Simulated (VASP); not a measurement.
Set up this calculation in VASP 6.6.1, as the native input.

| Quantity | Value |
| --- | --- |
| Task | single point |
| Functional | PBEsol |
| Potentials or basis | VASP PAW PBE potentials, release 64 (Ta_pv) |
| Cutoff | 520 eV |
| k mesh | 11 × 11 × 11 |
| Occupations | fermi-dirac, width 0.05 eV |
| Spin | no spin polarisation |
| Dipole correction | no |
| Further INCAR settings | ALGO = Normal; EDIFF = 1e-07; NBANDS = 12 |

The structure of Ta lies in POSCAR:

```
Ta
1.0
   -1.5963056042      1.5963056042      1.5963056042
    1.5963056042     -1.5963056042      1.5963056042
    1.5963056042      1.5963056042     -1.5963056042
Ta
1
Direct
    0.0000000000      0.0000000000      0.0000000000
```

These files were run (other wordings do the same):

INCAR

```
SYSTEM = Ta
PREC     = Accurate       ! precision mode
ENCUT    = 520            ! plane-wave cutoff, eV
EDIFF    = 1E-7           ! SCF threshold, eV
ISMEAR   = -1             ! smearing method
SIGMA    = 0.05           ! smearing width, eV
LREAL    = .False.        ! projectors in reciprocal space
LASPH    = .True.         ! aspherical terms in the spheres
NELM     = 60             ! most SCF steps
ALGO     = Normal         ! electronic algorithm
ISIF     = 2              ! what is computed and relaxed
LWAVE    = .False.        ! write WAVECAR
LCHARG   = .False.        ! write CHGCAR
GGA      = PS             ! functional
NBANDS   = 12             ! bands
```

KPOINTS

```
regular mesh
0
Gamma
  11 11 11
  0 0 0
```

Potentials or basis: VASP PAW PBE potentials, release 64 (Ta_pv).

Command:

```sh
$ cat potpaw_PBE.64/Ta_pv/POTCAR > POTCAR
$ mpirun -np 1 vasp_std > vasp.out
```

It gave:

The pressure is 20.7 GPa.

Caveat: the PAW data sets were made with another functional, which shifts forces and pressure a little.

Run time: 10 s on 1 thread of AMD EPYC 7R13 Processor (Zen 3) (shared host), peak memory 0.11 GiB.
